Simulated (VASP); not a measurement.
Here is a VASP 6.6.1 calculation.

File INCAR:

```
SYSTEM = MoSe2
PREC = Accurate
ENCUT = 520
EDIFF = 1E-6
ISMEAR = 0
SIGMA = 0.05
LREAL = Auto
LASPH = .True.
NELM = 60
ALGO = Normal
ISIF = 2
LWAVE = .False.
LCHARG = .False.
LDIPOL = .True.
IDIPOL = 3
DIPOL = 0.5 0.5 0.495
GGA = PS
NBANDS = 78
```

The input KPOINTS:

```
regular mesh
0
Gamma
  8 4 1
  0 0 0
```

Contents of POSCAR:

```
MoSe2
1.0
    3.2720590946      0.0000000000      0.0000000000
    0.0000000000      6.8316299508      0.0000000000
    0.0000000000      0.0000000000     27.6962980492
Se Mo
10 5
Direct
    0.5000000000      0.1048548375      0.2472557035
    0.0000000000      0.6059914694      0.3330810796
    0.0000000000      0.0869357421      0.3701778533
    0.5000000000      0.4913700566      0.4328931040
    0.5000000000      0.9569700845      0.4674440187
    0.0000000000      0.3732727475      0.5313507429
    0.0000000000      0.8387994690      0.5653696545
    0.5000000000      0.2479625980      0.6305865773
    0.5000000000      0.7245681708      0.6654711469
    0.0000000000      0.3528427755      0.7551472680
    0.0000000000      0.9255903457      0.2946673862
    0.5000000000      0.8020884140      0.3845533917
    0.0000000000      0.6845885389      0.4828893996
    0.5000000000      0.5667267622      0.5811060063
    0.0000000000      0.4522661994      0.6760416719
```

Potentials or basis: VASP PAW PBE potentials, release 64 (Se, Mo_sv).

The run is started by

```console
$ cat potpaw_PBE.64/Se/POTCAR potpaw_PBE.64/Mo_sv/POTCAR > POTCAR
$ mpirun -np 1 vasp_std > vasp.out
```

(1) What does it give for the largest force?

(2) Predict the band gap on the k mesh.

Answers

(1) 0.051 eV/Å.

(2) zero (band 65 reaches 1.08 eV, above the bottom of band 66 at 0.55 eV).

Caveat: the PAW data sets were made with another functional, which shifts forces and pressure a little.
